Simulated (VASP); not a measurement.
# MgO (P3m1) in VASP: notebook

Runs on MgO. Level: LDA. Tasks: single point.

Everything below comes from runs of VASP 6.6.1. Logs are shortened: lines on timing, memory, paths and dates and some standing lists are left out, and cuts for length are marked.

## Step 1: The cell of the first run

The structure is trigonal, space group P3m1 (No. 156). The conventional cell has a = 3.020 Å, b = 3.020 Å, c = 15.793 Å, α = 90.00°, β = 90.00°, γ = 120.00°. Mg (site symmetry 3m) has 6 O at 2.14 to 2.83 Å within 2.9 Å. Within 2.8 Å of Mg (site symmetry 3m) lie 6 O at 2.14 Å. Within 2.8 Å of Mg (site symmetry 3m) lie 6 O at 2.14 Å. Mg (site symmetry 3m) has 6 O at 2.14 Å within 2.8 Å. Within 2.8 Å of Mg (site symmetry 3m) lie 6 O at 2.14 Å. Mg (site symmetry 3m) has 6 O at 2.14 Å within 2.8 Å. O (site symmetry 3m) has 6 Mg at 2.14 Å within 2.8 Å. Within 2.8 Å of O (site symmetry 3m) lie 6 Mg at 2.14 Å.

## Step 2: Single point, LDA (the distance across one plane changed)

File INCAR:

```
PREC = Accurate
ENCUT = 520
EDIFF = 1E-7
ISMEAR = 0
SIGMA = 0.05
LREAL = False
LASPH = True
NELM = 80
ALGO = Normal
ISIF = 2
LWAVE = False
LCHARG = False
GGA = CA
NBANDS = 36
```

File KPOINTS:

```
regular mesh
0
Gamma
  9 9 2
```

File POSCAR:

```
MgO
1.0
    2.1351500000     -2.1351500000      0.0000000000
    2.1351500000      0.0000000000     -2.1351500000
    9.1179502692      9.1179502692      9.1179502692
Mg O
6 6
Direct
    0.6666666667      0.6666666667      0.0390283258
    0.0000000000      0.0000000000      0.8195948409
    0.3333333333      0.3333333333      0.1951416288
    0.6666666667      0.6666666667      0.5073682348
    0.0000000000      0.0000000000      0.3512549318
    0.3333333333      0.3333333333      0.6634815379
    0.6666666667      0.6666666667      0.2731982803
    0.0000000000      0.0000000000      0.1170849773
    0.3333333333      0.3333333333      0.4293115833
    0.6666666667      0.6666666667      0.7415381894
    1.0000000000      1.0000000000      0.5854248863
    0.3333333333      0.3333333333      0.8976514924
```

Potentials or basis: VASP PAW LDA potentials, release 64 (Mg, O).

Run with:

```console
$ cat potpaw_LDA.64/Mg/POTCAR potpaw_LDA.64/O/POTCAR > POTCAR
$ mpirun -np 1 vasp_std > vasp.out
```

OUTCAR:

```text
PREC = Accurate
   ENCUT = 520
   EDIFF = 1E-7
   ISMEAR = 0
   LREAL = False
   LASPH = True
   NELM = 80
   ISIF = 2
   GGA = CA

 ion  position               nearest neighbor table
   1  0.667  0.667  0.039-   8 2.14   8 2.14   8 2.14   3 3.02   3 3.02   3 3.02
   2  0.000  0.000  0.820-  10 2.14  12 2.14  10 2.14  10 2.14  12 2.14  12 2.14   6 3.02   6 3.02
                             6 3.02
   3  0.333  0.333  0.195-   8 2.14   7 2.14   7 2.14   8 2.14   8 2.14   7 2.14   5 3.02   1 3.02
                             1 3.02   5 3.02   5 3.02   1 3.02
   4  0.667  0.667  0.507-   9 2.14   9 2.14  11 2.14  11 2.14  11 2.14   9 2.14   5 3.02   5 3.02
                             5 3.02   6 3.02   6 3.02   6 3.02
   5  0.000  0.000  0.351-   7 2.14   9 2.14   7 2.14   7 2.14   9 2.14   9 2.14   3 3.02   4 3.02
                             3 3.02   4 3.02   3 3.02   4 3.02
   6  0.333  0.333  0.663-  10 2.14  10 2.14  10 2.14  11 2.14  11 2.14  11 2.14   2 3.02   2 3.02
                             2 3.02   4 3.02   4 3.02   4 3.02
   7  0.667  0.667  0.273-   3 2.14   3 2.14   5 2.14   5 2.14   5 2.14   3 2.14
   8  0.000  0.000  0.117-   3 2.14   1 2.14   3 2.14   3 2.14   1 2.14   1 2.14
   9  0.333  0.333  0.429-   5 2.14   4 2.14   4 2.14   5 2.14   5 2.14   4 2.14
  10  0.667  0.667  0.742-   2 2.14   6 2.14   6 2.14   2 2.14   2 2.14   6 2.14
  11  0.000  0.000  0.585-   4 2.14   4 2.14   4 2.14   6 2.14   6 2.14   6 2.14
  12  0.333  0.333  0.898-   2 2.14   2 2.14   2 2.14

  LATTYP: Found a hexagonal cell.
 ALAT       =     3.0195580877
 C/A-ratio  =     5.2301537736

  Lattice vectors:

 A1 = (  -2.1351500000,   0.0000000000,   2.1351500000)
 A2 = (   2.1351500000,  -2.1351500000,   0.0000000000)
 A3 = (   9.1179502692,   9.1179502692,   9.1179502692)

Analysis of symmetry for initial positions (statically):
=====================================================================
 Subroutine PRICEL returns:
 Original cell was already a primitive cell.

 Routine SETGRP: Setting up the symmetry group for a
 hexagonal supercell.

 Subroutine GETGRP returns: Found  6 space group operations
 (whereof  6 operations were pure point group operations)
 out of a pool of 24 trial point group operations.

The static configuration has the point symmetry C_3v.

Analysis of symmetry for dynamics (positions and initial velocities):
=====================================================================
 Subroutine PRICEL returns:
 Original cell was already a primitive cell.

 Routine SETGRP: Setting up the symmetry group for a
 hexagonal supercell.

 Subroutine GETGRP returns: Found  6 space group operations
 (whereof  6 operations were pure point group operations)
 out of a pool of 24 trial point group operations.

The dynamic configuration has the point symmetry C_3v.

 Subroutine INISYM returns: Found  6 space group operations
 (whereof  6 operations are pure point group operations),
 and found     1 'primitive' translations

----------------------------------------------------------------------------------------

                                     Primitive cell

  volume of cell :     124.7025

  direct lattice vectors                    reciprocal lattice vectors
     2.135150000 -2.135150000  0.000000000     0.156117057 -0.312234113  0.156117057
     2.135150000  0.000000000 -2.135150000     0.156117057  0.156117057 -0.312234113
     9.117950269  9.117950269  9.117950269     0.036557924  0.036557924  0.036557924

  length of vectors
     3.019558088  3.019558088 15.792753127     0.382407129  0.382407129  0.063320182

  position of ions in fractional coordinates (direct lattice)
     0.666666667  0.666666667  0.039028326
     0.000000000  0.000000000  0.819594841
     0.333333333  0.333333333  0.195141629
     0.666666667  0.666666667  0.507368235
     0.000000000  0.000000000  0.351254932
     0.333333333  0.333333333  0.663481538
     0.666666667  0.666666667  0.273198280
     0.000000000  0.000000000  0.117084977
     0.333333333  0.333333333  0.429311583
     0.666666667  0.666666667  0.741538189
     0.000000000  0.000000000  0.585424886
     0.333333333  0.333333333  0.897651492

  ion indices of the primitive-cell ions
   primitive index   ion index
                 1           1
                 2           2
                 3           3
                 4           4
                 5           5
                 6           6
                 7           7
                 8           8
                 9           9
                10          10
                11          11
                12          12

----------------------------------------------------------------------------------------

 KPOINTS: regular mesh

Automatic generation of k-mesh.
 Grid dimensions read from file:
 generate k-points for:    9    9    2

 Generating k-lattice:

  Cartesian coordinates                     Fractional coordinates (reciprocal lattice)
     0.017346340 -0.034692679  0.017346340     0.111111111  0.000000000  0.000000000
     0.017346340  0.017346340 -0.034692679     0.000000000  0.111111111  0.000000000
     0.018278962  0.018278962  0.018278962     0.000000000  0.000000000  0.500000000

  Length of vectors
     0.042489681  0.042489681  0.031660091

  Shift w.r.t. Gamma in fractional coordinates (k-lattice)
     0.000000000  0.000000000  0.000000000

 Subroutine IBZKPT returns following result:
 ===========================================

 Found     24 irreducible k-points:

 Following reciprocal coordinates:
            Coordinates               Weight
  0.000000  0.000000  0.000000      1.000000
  0.111111  0.000000  0.000000      6.000000
  0.222222  0.000000  0.000000      6.000000
  0.333333  0.000000  0.000000      6.000000
  0.444444  0.000000  0.000000      6.000000
  0.222222  0.111111 -0.000000      6.000000
[... 16 lines left out ...]
 -0.444444  0.222222  0.500000     12.000000
 -0.333333  0.333333  0.500000      2.000000
   k-points           NKPTS =     24   k-points in BZ     NKDIM =     24   number of bands    NBANDS=     36
   number of dos      NEDOS =    301   number of ions     NIONS =     12
   total plane-waves  NPLWV =  69120
   dimension x,y,z NGX =    24 NGY =   24 NGZ =  120
   dimension x,y,z NGXF=    48 NGYF=   48 NGZF=  240
   ions per type =               6   6
   NGX,Y,Z   is equivalent  to a cutoff of  13.21, 13.21, 12.63 a.u.
   NGXF,Y,Z  is equivalent  to a cutoff of  26.43, 26.43, 25.26 a.u.
 SYSTEM =  unknown system
   PREC   = accura    normal or accurate (medium, high low for compatibility)
   ISTART =      0    job   : 0-new  1-cont  2-samecut
   ICHARG =      2    charge: 1-file 2-atom 10-const
   ISPIN  =      1    spin polarized calculation?
   LNONCOLLINEAR =      F non collinear calculations
   LSORBIT =      F    spin-orbit coupling
   LASPH  =      T    aspherical Exc in radial PAW
   ENCUT  =  520.0 eV  38.22 Ry    6.18 a.u.   5.61  5.61 29.36*2*pi/ulx,y,z
   NELM   =     80;   NELMIN=  2; NELMDL= -5     # of ELM steps
   EDIFF  = 0.1E-06   stopping-criterion for ELM
   LREAL  =      F    real-space projection
   EDIFFG = 0.1E-05   stopping-criterion for IOM
   NSW    =      0    number of steps for IOM
   IBRION =     -1    ionic relax: 0-MD 1-quasi-New 2-CG
   NFREE  =      0    steps in history (QN), initial steepest desc. (CG)
   ISIF   =      2    stress and relaxation
   ISYM   =      2    0-nonsym 1-usesym 2-fastsym
   POTIM  = 0.5000    time-step for ionic-motion
   TEBEG  =    0.0;   TEEND  =   0.0 temperature during run
   PSTRESS=    0.0 pullay stress
   NELECT =      48.0000    total number of electrons
   NUPDOWN=      -1.0000    fix difference up-down
   EMIN   =  10.00;   EMAX   =-10.00  energy-range for DOS
   EFERMI =   0.00;   METHOD = LEGACY
   ISMEAR =     0;   SIGMA  =   0.05  broadening in eV -4-tet -1-fermi 0-gaus
   EFERMI_NEDOS =   21; number of points for ismear=-14 and -15
   IALGO  =     38    algorithm
   IMIX   =      4    mixing-type and parameters
     AMIX     =   0.40;   BMIX     =  1.00
     AMIX_MAG =   1.60;   BMIX_MAG =  1.00
  volume/ion in A,a.u.               =      10.39        70.13
  Fermi-wavevector in a.u.,A,eV,Ry     =   1.190868  2.250414 19.295316  1.418166
  Thomas-Fermi vector in A             =   2.326942
   LORBIT       =      0    0 simple, 1 ext, 2 COOP (PROOUT), +10 PAW based schemes
   GGA     = CA    functional components
   LHFCALC =     F    Hartree Fock is set to
   AEXX    =    0.0000 exact exchange contribution
   IVDW    =     0    specifies the selected vdW correction
   LEPSILON=     F    determine dielectric tensor
   LRPA    =     F    only Hartree local field effects (RPA)
 non-spin polarized calculation
 Gauss-broadening in eV      SIGMA  =   0.05
  energy-cutoff  :      520.00
  volume of cell :      124.70
 maximum number of plane-waves:      3418
   NGX = 11   NGY = 11   NGZ = 59

 number of electron      48.0000022 magnetization

 Free energy of the ion-electron system (eV)
  ---------------------------------------------------
  ext. energy  EPLUGINS =         0.00000000
  ---------------------------------------------------
  free energy    TOTEN  =       -77.13809479 eV

  energy without entropy =      -77.13717247  energy(sigma->0) =      -77.13763363

 E-fermi :   4.8908     XC(G=0): -11.0648

 val. band max:        4.8868353143   @ k =   0.0000   0.0000   0.0000
 cond. band min:       4.9916280197   @ k =   0.1111   0.0000   0.0000
 fundamental gap:      0.1047927055
 Fermi energy:         4.8908231132

 k-point     1 :       0.0000    0.0000    0.0000
  band No.  band energies     occupation
      1     -16.3251      2.00000
      2     -15.3688      2.00000
      3     -14.5403      2.00000
      4     -13.7302      2.00000
      5     -12.8586      2.00000
      6     -11.1121      2.00000
[... 28 lines left out ...]
     35      15.4673      0.00000
     36      15.7142      0.00000
[... 866 lines left out ...]
      6     -10.3821      2.00000
[... 28 lines left out ...]
     35      13.2358      0.00000
     36      13.4147      0.00000

------------------------ aborting loop because EDIFF is reached ----------------------------------------

  FORCE on cell =-STRESS in cart. coord.  units (eV):
  Direction    XX          YY          ZZ          XY          YZ          ZX
  --------------------------------------------------------------------------------------
  -------------------------------------------------------------------------------------
  Total      -11.0885636    -11.0885636    -11.0885636     -3.7146741     -3.7146741     -3.7146741
  in kB     -142.4657986   -142.4657986   -142.4657986    -47.7261110    -47.7261110    -47.7261110
  external PRESSURE =    -142.4657986 kB  Pullay stress =       0.0000000 kB

 VOLUME and BASIS-vectors are now :
 -----------------------------------------------------------------------------
  energy-cutoff  :      520.00
  volume of cell :      124.70
      direct lattice vectors                 reciprocal lattice vectors
     2.135150000 -2.135150000  0.000000000     0.156117057 -0.312234113  0.156117057
     2.135150000  0.000000000 -2.135150000     0.156117057  0.156117057 -0.312234113
     9.117950269  9.117950269  9.117950269     0.036557924  0.036557924  0.036557924

 POSITION                                       TOTAL-FORCE (eV/Angst)
 -----------------------------------------------------------------------------------
      3.20273     -1.06757     -1.06757        -1.565571     -1.565571     -1.565571
      7.47303      7.47303      7.47303         1.127890      1.127890      1.127890
      3.20273      1.06758      1.06758         0.412504      0.412504      0.412504
      7.47302      3.20272      3.20272         0.374677      0.374677      0.374677
      3.20272      3.20272      3.20272         0.380815      0.380815      0.380815
      7.47303      5.33788      5.33788         0.368017      0.368017      0.368017
      5.33788      1.06758      1.06758        -0.379320     -0.379320     -0.379320
      1.06758      1.06758      1.06758        -0.364736     -0.364736     -0.364736
      5.33787      3.20272      3.20272        -0.374700     -0.374700     -0.374700
      9.60818      5.33788      5.33788        -0.406738     -0.406738     -0.406738
      5.33787      5.33787      5.33787        -0.374987     -0.374987     -0.374987
      9.60817      7.47303      7.47303         0.802147      0.802147      0.802147
 -----------------------------------------------------------------------------------
    total drift:                                0.000061      0.000061      0.000061

  FREE ENERGIE OF THE ION-ELECTRON SYSTEM (eV)
  ---------------------------------------------------
  free  energy   TOTEN  =       -77.1380947936 eV

  energy  without entropy=      -77.1371724744  energy(sigma->0) =      -77.13763363
```

Wall time 3.4 min (1 thread of Intel Xeon 8259CL, shared host); peak memory 0.25 GiB.

What came out:

```yaml
Free_energy: -77.1381 eV
Pressure: -14.2 GPa
Largest_force: 2.712 eV/Å
Band_gap_on_the_k_mesh: zero (filled and empty bands touch)
```

Forces in eV/Å, atoms in the order of the input:
```
Mg  -1.566 -1.566 -1.566
Mg   1.128  1.128  1.128
Mg   0.413  0.413  0.413
Mg   0.375  0.375  0.375
Mg   0.381  0.381  0.381
Mg   0.368  0.368  0.368
O   -0.379 -0.379 -0.379
O   -0.365 -0.365 -0.365
O   -0.375 -0.375 -0.375
O   -0.407 -0.407 -0.407
O   -0.375 -0.375 -0.375
O    0.802  0.802  0.802
```

Stress tensor (GPa, compression positive):
```
-14.25  -4.77  -4.77
 -4.77 -14.25  -4.77
 -4.77  -4.77 -14.25
```

Levels at points of the mesh, in eV from the Fermi level:
| k point | band 21 | band 22 | band 23 | band 24 | band 25 | band 26 | band 27 | band 28 |
| --- | --- | --- | --- | --- | --- | --- | --- | --- |
| (0.00, 0.00, 0.00) | -1.92 | -1.92 | -0.38 | 0.00 | 0.00 | 1.69 | 2.54 | 3.33 |
| (0.00, 0.00, 0.50) | -1.92 | -1.92 | -0.26 | 0.00 | 0.00 | 1.47 | 2.97 | 3.05 |

Caveat: the cell differs from its parent crystal (the distance across one plane changed); the cell stands under tension; semilocal functionals underestimate gaps, and a narrow one can read as zero; forces of over 1 eV/Å act on the atoms, so gaps and moduli don't describe the material at rest.

## Step 3: Single point, LDA (the distance across one plane changed)

File INCAR:

```
PREC     = Accurate       # precision mode
ENCUT    = 840            # plane-wave cutoff, eV
EDIFF    = 1E-6           # SCF threshold, eV
ISMEAR   = 0              # smearing method
SIGMA    = 0.05           # smearing width, eV
LREAL    = F              # projectors in reciprocal space
LASPH    = T              # aspherical terms in the spheres
NELM     = 120            # most SCF steps
ALGO     = Normal         # electronic algorithm
ISIF     = 2              # what is computed and relaxed
LWAVE    = F              # write WAVECAR
LCHARG   = T              # write CHGCAR
LELF     = T              # ELF
LVHAR    = T            
NBANDS   = 60             # bands
GGA_COMPAT= F
```

KPOINTS is that of step 2.

File POSCAR:

```
MgO
1.0
    2.1351500000     -2.1351500000      0.0000000000
    2.1351500000      0.0000000000     -2.1351500000
    8.3673949192      8.3673949192      8.3673949192
Mg O
6 6
Direct
    0.6666666667      0.6666666667      0.0425291667
    0.0000000000      0.0000000000      0.8931125006
    0.3333333333      0.3333333333      0.2126458335
    0.6666666667      0.6666666667      0.5528791671
    0.0000000000      0.0000000000      0.3827625003
    0.3333333333      0.3333333333      0.7229958338
    0.6666666667      0.6666666667      0.2977041669
    0.0000000000      0.0000000000      0.1275875001
    0.3333333333      0.3333333333      0.4678208337
    0.6666666667      0.6666666667      0.8080541672
    1.0000000000      1.0000000000      0.6379375004
    0.3333333333      0.3333333333      0.9781708340
```

Potentials or basis: VASP PAW LDA potentials, release 64 (Mg_sv, O).

Run with:

```console
$ cat potpaw_LDA.64/Mg_sv/POTCAR potpaw_LDA.64/O/POTCAR > POTCAR
$ mpirun -np 1 vasp_std > vasp.out
```

Wall time 5.4 min (1 thread of Intel Xeon Platinum 8488C (Sapphire Rapids), shared host); peak memory 0.41 GiB.

Results (log left out):

| Property | Result |
| --- | --- |
| Free energy | -78.7809 eV |
| Pressure | -7.6 GPa |
| Largest force | 3.143 eV/Å |
| Band gap on the k mesh | 3.67 eV |

Forces in eV/Å, atoms in the order of the input:
```
Mg   1.815  1.815  1.815
Mg  -0.565 -0.565 -0.565
Mg  -0.155 -0.155 -0.155
Mg  -0.163 -0.163 -0.163
Mg  -0.163 -0.163 -0.163
Mg  -0.161 -0.161 -0.161
O    0.163  0.163  0.163
O    0.257  0.257  0.257
O    0.163  0.163  0.163
O    0.151  0.151  0.151
O    0.163  0.163  0.163
O   -1.504 -1.504 -1.504
```

Stress tensor (GPa, compression positive):
```
-7.57  1.38  1.38
 1.38 -7.57  1.38
 1.38  1.38 -7.57
```

Levels at points of the mesh, in eV from the valence-band top:
```tsv
k point	band 44	band 45	band 46	band 47	band 48	band 49	band 50	band 51	band 52	band 53
(0.00, 0.00, 0.00)	-0.42	-0.42	-0.36	0.00	0.00	3.67	5.08	5.36	6.36	6.79
(0.00, 0.00, 0.50)	-0.62	-0.42	-0.42	0.00	0.00	3.92	4.50	5.98	6.13	6.76
```

Caveat: the cell differs from its parent crystal (the distance across one plane changed); the cell stands under tension; forces of over 1 eV/Å act on the atoms, so gaps and moduli don't describe the material at rest. A k mesh can miss the band edges.

The gap in the log of VASP goes by the Fermi energy; the results here count the filled bands.